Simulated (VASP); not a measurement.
Set up this calculation in VASP 6.6.1, as the native input.

| Property | Result |
| --- | --- |
| Task | single point |
| Functional | PBE |
| Potentials or basis | VASP PAW PBE potentials, release 64 (Ba_sv, Ca_sv, Be) |
| Cutoff | 520 eV |
| k mesh | 5 × 5 × 2 |
| Occupations | gaussian, width 0.013 eV |
| Spin | no spin polarisation |
| Dipole correction | no |
| Further INCAR settings | ALGO = Normal; EDIFF = 1e-06; NBANDS = 45 |

The structure of Ba2CaBe2 lies in POSCAR:

```
Ba2CaBe2
1.0
    4.6280070000      0.0000000000      0.0000000000
    0.0000000000      4.6280070000      0.0000000000
    0.0000000000      0.0000000000     11.4203560000
Ba Ca Be
4 2 4
Direct
    0.2500000000      0.2500000000      0.3680000000
    0.7500000000      0.7500000000      0.6320000000
    0.7500000000      0.2500000000      0.0000000000
    0.2500000000      0.7500000000      0.0000000000
    0.2500000000      0.2500000000      0.7490000000
    0.7500000000      0.7500000000      0.2510000000
    0.2500000000      0.2500000000      0.1080000000
    0.7500000000      0.7500000000      0.8920000000
    0.7500000000      0.2500000000      0.5000000000
    0.2500000000      0.7500000000      0.5000000000
```

One way to write it, as run:

INCAR

```
PREC = Accurate
ENCUT = 520
EDIFF = 1E-6
ISMEAR = 0
SIGMA = 0.013
LREAL = False
LASPH = True
NELM = 80
ALGO = Normal
ISIF = 2
LWAVE = False
LCHARG = False
GGA = PE
NBANDS = 45
```

KPOINTS

```
regular mesh
0
Gamma
  5 5 2
```

Potentials or basis: VASP PAW PBE potentials, release 64 (Ba_sv, Ca_sv, Be).

Command:

```console
$ cat potpaw_PBE.64/Ba_sv/POTCAR potpaw_PBE.64/Ca_sv/POTCAR potpaw_PBE.64/Be/POTCAR > POTCAR
$ mpirun -np 1 vasp_std > vasp.out
```

Results of the run:

| Property | Result |
| --- | --- |
| Pressure | 13.7 GPa |
| Largest force | 2.689 eV/Å |
| Band gap on the k mesh | zero (bands 34 and 35 overlap by 0.95 eV) |

Caveat: the cell stands under pressure; spin-orbit coupling is left out, which moves the levels of the heavy elements; forces of over 1 eV/Å act on the atoms, so gaps and moduli don't describe the material at rest.

It took 4.8 min on 1 thread of Intel Xeon 8259CL (shared host), peak memory 0.4 GiB.
